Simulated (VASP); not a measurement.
**ZrS2: single point with LDA**

The system is ZrS2.

```
CELL_PARAMETERS angstrom
3.61312 0.00000 0.00000
-1.80656 3.12905 0.00000
0.00000 0.00000 5.64274
ATOMIC_POSITIONS crystal
Zr 0.00000 0.00000 0.00000
S 0.66667 0.33333 0.74433
S 0.33333 0.66667 0.25567
```

This cell differs from its parent crystal: film at in-plane strain +0.005.

| Quantity | Value |
| --- | --- |
| Program | VASP 6.6.1 |
| Task | single point |
| Functional | LDA |
| Potentials or basis | VASP PAW LDA potentials, release 64 (Zr_sv, S) |
| Cutoff | 500 eV |
| k mesh | 8 × 8 × 4 |
| Occupations | gaussian, width 0.01 eV |
| Spin | no spin polarisation |

```
Pressure               : -0.4 GPa
Largest force          : 0.019 eV/Å
Band gap on the k mesh : 0.50 eV (least direct gap 1.27 eV)
```

Forces in eV/Å, atoms in the order of the input:
```
Zr   0.000  0.000  0.000
S    0.000  0.000 -0.019
S    0.000  0.000  0.019
```

Stress tensor (GPa, compression positive):
```
-0.70  0.00  0.00
 0.00 -0.70  0.00
 0.00  0.00  0.07
```

Levels at points of the mesh, in eV from the valence-band top:
```csv
k point,band 8,band 9,band 10,band 11,band 12,band 13,band 14,band 15,band 16,band 17
"(0.00, 0.00, 0.00)",-3.13,-3.13,-0.27,-0.27,0.00,1.27,1.27,2.01,4.65,4.65
"(0.50, 0.00, 0.00)",-2.92,-2.85,-2.77,-2.31,-1.56,0.72,3.12,3.46,5.77,5.78
"(0.00, 0.00, 0.50)",-3.07,-3.07,-2.34,-0.50,-0.50,1.20,1.20,2.44,5.26,5.26
"(0.50, 0.00, 0.50)",-3.77,-3.03,-2.63,-1.12,-0.87,0.50,3.10,3.45,5.00,5.25
```

Run time: 16 s on 1 thread of Intel(R) Xeon(R) 6975P-C (Granite Rapids) (shared host), peak memory 0.17 GiB.

Caveat: the cell differs from its parent crystal (film at in-plane strain +0.005). A k mesh can miss the band edges.
